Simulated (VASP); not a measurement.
# YZnC4N4 (Cmmm) in VASP: a series of runs

The runs below take YZnC4N4 through single point, relaxation of cell and atoms, with PBE.

Everything below comes from runs of VASP 6.6.1. Logs are shortened: lines on timing, memory, paths and dates and some standing lists are left out, and cuts for length are marked.

### 1 The cell of the first run

It takes space group Cmmm (No. 65, orthorhombic). The conventional cell has a = 7.006 Å, b = 7.873 Å, c = 8.103 Å, α = 90.00°, β = 90.00°, γ = 90.00°. Within 3.2 Å of Y (site symmetry mmm) lie 4 C at 2.45 Å. Zn (site symmetry mmm) has 4 N at 2.03 Å within 2.7 Å. Within 1.6 Å of C (site symmetry m) lie 1 N at 1.17 Å. N (site symmetry m) has 1 C at 1.17 Å within 1.6 Å.

### 2 Single point, PBE

The input, INCAR:

```
SYSTEM = YZnC4N4
PREC = Accurate ; ENCUT = 520
EDIFF = 1E-7 ; ISMEAR = 0
SIGMA = 0.1 ; LREAL = .False.
LASPH = .True. ; NELM = 80
ALGO = Normal ; ISIF = 2
LWAVE = .False. ; LCHARG = .False.
GGA = PE ; NBANDS = 40
```

The input, KPOINTS:

```
Automatic mesh
0
Gamma
  4 4 4
  0 0 0
```

The input, POSCAR:

```
YZnC4N4
1.0
    3.9363718134     -3.5030144235      0.0000000000
    3.9363718134      3.5030144235      0.0000000000
    0.0000000000      0.0000000000      8.1028020063
Y Zn C N
1 1 4 4
Direct
    0.0000000000      0.0000000000      0.0000000000
    0.5000000000      0.5000000000      0.5000000000
    0.7802346487      0.7802346487      0.7855944257
    0.2197653513      0.2197653513      0.2144055743
    0.7802346487      0.7802346487      0.2144055743
    0.2197653513      0.2197653513      0.7855944257
    0.6799082372      0.6799082372      0.6786698072
    0.3200917628      0.3200917628      0.3213301928
    0.6799082372      0.6799082372      0.3213301928
    0.3200917628      0.3200917628      0.6786698072
```

Potentials or basis: VASP PAW PBE potentials, release 64 (Y_sv, Zn, C, N).

On the command line:

```
cat potpaw_PBE.64/Y_sv/POTCAR potpaw_PBE.64/Zn/POTCAR potpaw_PBE.64/C/POTCAR potpaw_PBE.64/N/POTCAR > POTCAR
mpirun -np 1 vasp_std > vasp.out
```

OUTCAR:

```text
SYSTEM = YZnC4N4
   PREC = Accurate
   ENCUT = 520
   EDIFF = 1E-7
   ISMEAR = 0
   LREAL = .False.
   LASPH = .True.
   NELM = 80
   ISIF = 2
   GGA = PE

 ion  position               nearest neighbor table
   1  0.000  0.000  0.000-   3 2.45   4 2.45   5 2.45   6 2.45
   2  0.500  0.500  0.500-   7 2.03   8 2.03   9 2.03  10 2.03
   3  0.780  0.780  0.786-   7 1.17   1 2.45
   4  0.220  0.220  0.214-   8 1.17   1 2.45
   5  0.780  0.780  0.214-   9 1.17   1 2.45
   6  0.220  0.220  0.786-  10 1.17   1 2.45
   7  0.680  0.680  0.679-   3 1.17   2 2.03
   8  0.320  0.320  0.321-   4 1.17   2 2.03
   9  0.680  0.680  0.321-   5 1.17   2 2.03
  10  0.320  0.320  0.679-   6 1.17   2 2.03

  LATTYP: Found a base centered orthorhombic cell.
 ALAT       =     7.0060288470
 B/A-ratio  =     1.1237098503
 C/A-ratio  =     1.1565470516

  Lattice vectors:

 A1 = (  -3.9363718134,  -3.5030144235,   0.0000000000)
 A2 = (   3.9363718134,  -3.5030144235,   0.0000000000)
 A3 = (   0.0000000000,   0.0000000000,   8.1028020063)

Analysis of symmetry for initial positions (statically):
=====================================================================
 Subroutine PRICEL returns:
 Original cell was already a primitive cell.

 Routine SETGRP: Setting up the symmetry group for a
 base centered orthorhombic supercell.

 Subroutine GETGRP returns: Found  8 space group operations
 (whereof  8 operations were pure point group operations)
 out of a pool of  8 trial point group operations.

The static configuration has the point symmetry D_2h.

Analysis of symmetry for dynamics (positions and initial velocities):
=====================================================================
 Subroutine PRICEL returns:
 Original cell was already a primitive cell.

 Routine SETGRP: Setting up the symmetry group for a
 base centered orthorhombic supercell.

 Subroutine GETGRP returns: Found  8 space group operations
 (whereof  8 operations were pure point group operations)
 out of a pool of  8 trial point group operations.

The dynamic configuration has the point symmetry D_2h.

 Subroutine INISYM returns: Found  8 space group operations
 (whereof  8 operations are pure point group operations),
 and found     1 'primitive' translations

----------------------------------------------------------------------------------------

                                     Primitive cell

  volume of cell :     223.4618

  direct lattice vectors                    reciprocal lattice vectors
     3.936371813 -3.503014423  0.000000000     0.127020521 -0.142734211  0.000000000
     3.936371813  3.503014423  0.000000000     0.127020521  0.142734211  0.000000000
     0.000000000  0.000000000  8.102802006     0.000000000  0.000000000  0.123414098

  length of vectors
     5.269357940  5.269357940  8.102802006     0.191068752  0.191068752  0.123414098

  position of ions in fractional coordinates (direct lattice)
     0.000000000  0.000000000  0.000000000
     0.500000000  0.500000000  0.500000000
     0.780234649  0.780234649  0.785594426
     0.219765351  0.219765351  0.214405574
     0.780234649  0.780234649  0.214405574
     0.219765351  0.219765351  0.785594426
     0.679908237  0.679908237  0.678669807
     0.320091763  0.320091763  0.321330193
     0.679908237  0.679908237  0.321330193
     0.320091763  0.320091763  0.678669807

  ion indices of the primitive-cell ions
   primitive index   ion index
                 1           1
                 2           2
                 3           3
                 4           4
                 5           5
                 6           6
                 7           7
                 8           8
                 9           9
                10          10

----------------------------------------------------------------------------------------

 KPOINTS: Automatic mesh

Automatic generation of k-mesh.
 Grid dimensions read from file:
 generate k-points for:    4    4    4

 Generating k-lattice:

  Cartesian coordinates                     Fractional coordinates (reciprocal lattice)
     0.031755130 -0.035683553  0.000000000     0.250000000  0.000000000  0.000000000
     0.031755130  0.035683553  0.000000000     0.000000000  0.250000000  0.000000000
     0.000000000  0.000000000  0.030853524     0.000000000  0.000000000  0.250000000

  Length of vectors
     0.047767188  0.047767188  0.030853524

  Shift w.r.t. Gamma in fractional coordinates (k-lattice)
     0.000000000  0.000000000  0.000000000

 Subroutine IBZKPT returns following result:
 ===========================================

 Found     21 irreducible k-points:

 Following reciprocal coordinates:
            Coordinates               Weight
  0.000000  0.000000  0.000000      1.000000
  0.250000  0.000000  0.000000      4.000000
  0.500000  0.000000  0.000000      2.000000
  0.250000  0.250000  0.000000      2.000000
  0.500000  0.250000  0.000000      4.000000
 -0.250000  0.250000  0.000000      2.000000
[... 13 lines left out ...]
 -0.250000  0.250000  0.500000      2.000000
  0.500000  0.500000  0.500000      1.000000
   k-points           NKPTS =     21   k-points in BZ     NKDIM =     21   number of bands    NBANDS=     40
   number of dos      NEDOS =    301   number of ions     NIONS =     10
   total plane-waves  NPLWV =  96000
   dimension x,y,z NGX =    40 NGY =   40 NGZ =   60
   dimension x,y,z NGXF=    80 NGYF=   80 NGZF=  120
   ions per type =               1   1   4   4
   NGX,Y,Z   is equivalent  to a cutoff of  12.62, 12.62, 12.31 a.u.
   NGXF,Y,Z  is equivalent  to a cutoff of  25.24, 25.24, 24.62 a.u.
 SYSTEM =  YZnC4N4
   PREC   = accura    normal or accurate (medium, high low for compatibility)
   ISTART =      0    job   : 0-new  1-cont  2-samecut
   ICHARG =      2    charge: 1-file 2-atom 10-const
   ISPIN  =      1    spin polarized calculation?
   LNONCOLLINEAR =      F non collinear calculations
   LSORBIT =      F    spin-orbit coupling
   LASPH  =      T    aspherical Exc in radial PAW
   ENCUT  =  520.0 eV  38.22 Ry    6.18 a.u.   9.80  9.80 15.07*2*pi/ulx,y,z
   NELM   =     80;   NELMIN=  2; NELMDL= -5     # of ELM steps
   EDIFF  = 0.1E-06   stopping-criterion for ELM
   LREAL  =      F    real-space projection
   EDIFFG = 0.1E-05   stopping-criterion for IOM
   NSW    =      0    number of steps for IOM
   IBRION =     -1    ionic relax: 0-MD 1-quasi-New 2-CG
   NFREE  =      0    steps in history (QN), initial steepest desc. (CG)
   ISIF   =      2    stress and relaxation
   ISYM   =      2    0-nonsym 1-usesym 2-fastsym
   POTIM  = 0.5000    time-step for ionic-motion
   TEBEG  =    0.0;   TEEND  =   0.0 temperature during run
   PSTRESS=    0.0 pullay stress
   NELECT =      59.0000    total number of electrons
   NUPDOWN=      -1.0000    fix difference up-down
   EMIN   =  10.00;   EMAX   =-10.00  energy-range for DOS
   EFERMI =   0.00;   METHOD = LEGACY
   ISMEAR =     0;   SIGMA  =   0.10  broadening in eV -4-tet -1-fermi 0-gaus
   EFERMI_NEDOS =   21; number of points for ismear=-14 and -15
   IALGO  =     38    algorithm
   IMIX   =      4    mixing-type and parameters
     AMIX     =   0.40;   BMIX     =  1.00
     AMIX_MAG =   1.60;   BMIX_MAG =  1.00
  volume/ion in A,a.u.               =      22.35       150.80
  Fermi-wavevector in a.u.,A,eV,Ry     =   1.050246  1.984677 15.007456  1.103017
  Thomas-Fermi vector in A             =   2.185241
   LORBIT       =      0    0 simple, 1 ext, 2 COOP (PROOUT), +10 PAW based schemes
   GGA     = PE    functional components
   LHFCALC =     F    Hartree Fock is set to
   AEXX    =    0.0000 exact exchange contribution
   IVDW    =     0    specifies the selected vdW correction
   LEPSILON=     F    determine dielectric tensor
   LRPA    =     F    only Hartree local field effects (RPA)
 non-spin polarized calculation
 Gauss-broadening in eV      SIGMA  =   0.10
  energy-cutoff  :      520.00
  volume of cell :      223.46
 maximum number of plane-waves:      6038
   NGX = 19   NGY = 19   NGZ = 31

 number of electron      59.0000016 magnetization

 Free energy of the ion-electron system (eV)
  ---------------------------------------------------
  ext. energy  EPLUGINS =         0.00000000
  ---------------------------------------------------
  free energy    TOTEN  =       -74.69071216 eV

  energy without entropy =      -74.66355340  energy(sigma->0) =      -74.67713278

 E-fermi :   0.8850     XC(G=0):  -7.0940

 val. band max:        0.8698612893   @ k =  -0.2500   0.2500   0.2500
 cond. band min:       0.8850281637   @ k =   0.0000   0.0000   0.2500
 fundamental gap:      0.0151668744
 Fermi energy:         0.8850076634

 k-point     1 :       0.0000    0.0000    0.0000
  band No.  band energies     occupation
      1     -43.3215      2.00000
      2     -23.5895      2.00000
      3     -23.1929      2.00000
      4     -23.1765      2.00000
      5     -18.4360      2.00000
      6     -18.3078      2.00000
[... 32 lines left out ...]
     39       5.0171      0.00000
     40       5.2199      0.00000

 k-point     2 :       0.2500    0.0000    0.0000
  band No.  band energies     occupation
      1     -43.3215      2.00000
      2     -23.5901      2.00000
      3     -23.1926      2.00000
      4     -23.1776      2.00000
      5     -18.4105      2.00000
      6     -18.2910      2.00000
[... 806 lines left out ...]
     39       4.1782      0.00000
     40       4.4719      0.00000

 k-point    21 :       0.5000    0.5000    0.5000
  band No.  band energies     occupation
      1     -43.3214      2.00000
      2     -23.5919      2.00000
      3     -23.1917      2.00000
      4     -23.1808      2.00000
      5     -18.3298      2.00000
      6     -18.2889      2.00000
[... 32 lines left out ...]
     39       4.1549      0.00000
     40       4.3664      0.00000

------------------------ aborting loop because EDIFF is reached ----------------------------------------

  FORCE on cell =-STRESS in cart. coord.  units (eV):
  Direction    XX          YY          ZZ          XY          YZ          ZX
  --------------------------------------------------------------------------------------
  -------------------------------------------------------------------------------------
  Total        0.7289421     -0.0845949      1.1886057      0.0000000      0.0000000      0.0000000
  in kB        5.2263722     -0.6065289      8.5220707      0.0000000      0.0000000      0.0000000
  external PRESSURE =       4.3806380 kB  Pullay stress =       0.0000000 kB

 VOLUME and BASIS-vectors are now :
 -----------------------------------------------------------------------------
  energy-cutoff  :      520.00
  volume of cell :      223.46
      direct lattice vectors                 reciprocal lattice vectors
     3.936371813 -3.503014423  0.000000000     0.127020521 -0.142734211  0.000000000
     3.936371813  3.503014423  0.000000000     0.127020521  0.142734211  0.000000000
     0.000000000  0.000000000  8.102802006     0.000000000  0.000000000  0.123414098

 POSITION                                       TOTAL-FORCE (eV/Angst)
 -----------------------------------------------------------------------------------
      0.00000      0.00000      0.00000         0.000000      0.000000      0.000000
      3.93637      0.00000      4.05140         0.000000     -0.000000      0.000000
      6.14259      0.00000      6.36552         0.238780      0.000000      0.259278
      1.73016      0.00000      1.73729        -0.238780      0.000000     -0.259278
      6.14259      0.00000      1.73729         0.238780      0.000000     -0.259278
      1.73016      0.00000      6.36552        -0.238780      0.000000      0.259278
      5.35274      0.00000      5.49913        -0.218420      0.000000     -0.241032
      2.52000      0.00000      2.60367         0.218420      0.000000      0.241032
      5.35274      0.00000      2.60367        -0.218420      0.000000      0.241032
      2.52000      0.00000      5.49913         0.218420      0.000000     -0.241032
 -----------------------------------------------------------------------------------
    total drift:                                0.000000      0.000000     -0.000000

  FREE ENERGIE OF THE ION-ELECTRON SYSTEM (eV)
  ---------------------------------------------------
  free  energy   TOTEN  =       -74.6907121586 eV

  energy  without entropy=      -74.6635534011  energy(sigma->0) =      -74.67713278
```

Wall time 1.8 min (1 thread of Intel Xeon 6975P-C (Granite Rapids), shared host); peak memory 0.43 GiB.

Results:

- Free energy: -74.6907 eV
- Pressure: 0.4 GPa
- Largest force: 0.352 eV/Å
- Band gap on the k mesh: zero (an odd number of electrons rules out a gap without spin polarisation)

Forces in eV/Å, atoms in the order of the input:
```
Y    0.000  0.000  0.000
Zn   0.000  0.000  0.000
C    0.239  0.000  0.259
C   -0.239  0.000 -0.259
C    0.239  0.000 -0.259
C   -0.239  0.000  0.259
N   -0.218  0.000 -0.241
N    0.218  0.000  0.241
N   -0.218  0.000  0.241
N    0.218  0.000 -0.241
```

Levels at points of the mesh, in eV from the Fermi level:
```
           k point  band 26  band 27  band 28  band 29  band 30  band 31  band 32  band 33
(0.00, 0.00, 0.00)    -4.71    -4.68    -4.65    -3.79    -0.28    -0.04     0.45     0.53
(0.50, 0.00, 0.00)    -4.93    -4.84    -4.82    -3.48    -0.17     0.44     0.62     0.91
(0.50, 0.50, 0.00)    -4.67    -4.67    -4.65    -3.86     0.12     0.53     0.65     0.92
(0.00, 0.00, 0.50)    -4.83    -4.79    -4.71    -3.45    -0.11     0.04     0.08     0.57
(0.50, 0.00, 0.50)    -5.07    -4.46    -4.45    -3.91     0.10     0.57     0.65     1.01
(0.50, 0.50, 0.50)    -4.76    -4.70    -4.65    -3.63     0.26     0.30     0.95     0.97
```

Caveat: an odd number of electrons without spin polarisation forces a metal; a magnetic or distorted state may lie lower.

### 3 Relaxation of cell and atoms, PBE

This run uses another cell than the first one, of 21.60 Å³/atom.

The input, INCAR:

```
ALGO = Normal
EDIFF = 1E-6
EDIFFG = -0.04
ENCUT = 600
GGA = PE
IBRION = 2
ISIF = 3
ISMEAR = 0
LASPH = T
LCHARG = F
LREAL = F
LWAVE = F
NELM = 100
NSW = 90
PREC = Accurate
SIGMA = 0.1
```

The input, KPOINTS:

```
k-points
0
Gamma
  4 4 4
```

The input, POSCAR:

```
YZnC4N4
1.0
    3.7359986800     -3.8687330000      0.0000000000
    3.7359986800      3.8687330000      0.0000000000
    0.0000000000      0.0000000000      7.4719973600
Y Zn C N
1 1 4 4
Direct
    0.0000000000      0.0000000000      0.0000000000
    0.5000000000      0.5000000000      0.5000000000
    0.8007002900      0.8007002900      0.8007002900
    0.1992997100      0.1992997100      0.1992997100
    0.8007002900      0.8007002900      0.1992997100
    0.1992997100      0.1992997100      0.8007002900
    0.6899782300      0.6899782300      0.6899782300
    0.3100217700      0.3100217700      0.3100217700
    0.6899782300      0.6899782300      0.3100217700
    0.3100217700      0.3100217700      0.6899782300
```

Potentials or basis: VASP PAW PBE potentials, release 64 (Y_sv, Zn, C, N).

On the command line:

```
cat potpaw_PBE.64/Y_sv/POTCAR potpaw_PBE.64/Zn/POTCAR potpaw_PBE.64/C/POTCAR potpaw_PBE.64/N/POTCAR > POTCAR
mpirun -np 1 vasp_std > vasp.out
```

Wall time 61 min (1 thread of Intel Xeon 6975P-C (Granite Rapids), shared host); peak memory 0.58 GiB.

Results (log left out):

| Quantity | Value |
| --- | --- |
| Free energy | -74.7009 eV |
| Relaxed volume | 22.37 Å³/atom |
| Relaxed cell | a = 5.259 Å, b = 5.259 Å, c = 8.140 Å, α = 90.00°, β = 90.00°, γ = 83.42° |
| Space group after relaxing (to 0.1 Å) | Cmmm (No. 65) |
| Energy gained by relaxing | 296.1 meV/atom |
| Ionic steps | 63 |
| Pressure after relaxing | -0.1 GPa |
| Largest force after relaxing | 0.035 eV/Å |
| Band gap on the k mesh | zero (an odd number of electrons rules out a gap without spin polarisation) |

Forces on the atoms (eV/Å):
```
Y    0.000  0.000  0.000
Zn   0.000  0.000  0.000
C   -0.016  0.000 -0.013
C    0.016  0.000  0.013
C   -0.016  0.000  0.013
C    0.016  0.000 -0.013
N    0.030  0.000  0.018
N   -0.030  0.000 -0.018
N    0.030  0.000 -0.018
N   -0.030  0.000  0.018
```

Stress tensor (GPa, compression positive):
```
-0.15  0.00  0.00
 0.00 -0.10  0.00
 0.00  0.00 -0.03
```

Step by step:
```
step  energy change (eV)  largest force (eV/Å)  pressure (GPa)  volume (Å³)
   1              0.0000                3.8732           12.87       215.99
   3             -2.6619                2.0128            0.11       251.28
   5             -2.7090                0.9112           -1.62       251.98
   7             -2.8444                0.5775           -0.64       246.86
   9             -2.8483                1.9106            1.80       242.76
  11             -2.9073                0.1721            0.17       243.33
  13             -2.9108                0.0364           -0.32       244.37
  15             -2.9144                0.2056           -0.13       243.18
  17             -2.9157                0.5421            0.13       241.35
  19             -2.9166                0.5345            0.13       241.05
  21             -2.9198                0.5034            0.07       239.84
  23             -2.9231                0.3666           -0.20       234.98
  25             -2.9250                0.3075           -0.21       236.61
  27             -2.9265                0.2489           -0.46       237.00
  29             -2.9303                0.1558           -0.32       236.91
  31             -2.9331                0.1024           -0.05       236.74
  33             -2.9336                0.1333           -0.21       236.67
  35             -2.9351                0.0641           -0.15       236.25
  37             -2.9363                0.0707           -0.07       235.44
  39             -2.9376                0.2810           -0.36       234.60
  41             -2.9381                0.2773           -0.35       234.41
  43             -2.9401                0.2582           -0.35       233.51
  45             -2.9456                0.1914           -0.32       229.94
  47             -2.9464                0.1624           -0.32       228.05
  49             -2.9504                0.3816            0.14       226.63
  51             -2.9511                0.4480            0.29       226.10
  53             -2.9547                0.3076            0.28       225.22
  55             -2.9559                0.2592            0.27       221.72
  57             -2.9580                0.0538            0.28       223.21
  59             -2.9591                0.0700            0.17       223.32
  61             -2.9605                0.1688           -0.27       223.79
  63             -2.9610                0.0354           -0.09       223.68
```

Final structure:
```cif
data_structure
_symmetry_space_group_name_H-M 'P 1'
_symmetry_Int_Tables_number 1
_cell_length_a 5.2593
_cell_length_b 5.2593
_cell_length_c 8.1403
_cell_angle_alpha 90.000
_cell_angle_beta 90.000
_cell_angle_gamma 83.419
_cell_volume 223.68
loop_
_atom_site_label
_atom_site_type_symbol
_atom_site_fract_x
_atom_site_fract_y
_atom_site_fract_z
_atom_site_occupancy
Y1 Y 0.00000 0.00000 0.00000 1
Zn1 Zn 0.50000 0.50000 0.50000 1
C1 C 0.78047 0.78047 0.78565 1
C2 C 0.21953 0.21953 0.21435 1
C3 C 0.78047 0.78047 0.21435 1
C4 C 0.21953 0.21953 0.78565 1
N1 N 0.68022 0.68022 0.67836 1
N2 N 0.31978 0.31978 0.32164 1
N3 N 0.68022 0.68022 0.32164 1
N4 N 0.31978 0.31978 0.67836 1
```

Levels at points of the mesh, in eV from the Fermi level:
| k point | band 27 | band 28 | band 29 | band 30 | band 31 | band 32 |
| --- | --- | --- | --- | --- | --- | --- |
| (0.00, 0.00, 0.00) | -4.64 | -4.63 | -3.79 | -0.29 | -0.04 | 0.45 |
| (0.50, 0.00, 0.00) | -4.82 | -4.79 | -3.47 | -0.16 | 0.45 | 0.62 |
| (0.50, 0.50, 0.00) | -4.63 | -4.61 | -3.86 | 0.12 | 0.53 | 0.65 |
| (0.00, 0.00, 0.50) | -4.75 | -4.67 | -3.44 | -0.12 | 0.04 | 0.10 |
| (0.50, 0.00, 0.50) | -4.45 | -4.42 | -3.91 | 0.09 | 0.57 | 0.66 |
| (0.50, 0.50, 0.50) | -4.66 | -4.61 | -3.62 | 0.25 | 0.30 | 0.96 |

Caveat: an odd number of electrons without spin polarisation forces a metal; a magnetic or distorted state may lie lower.
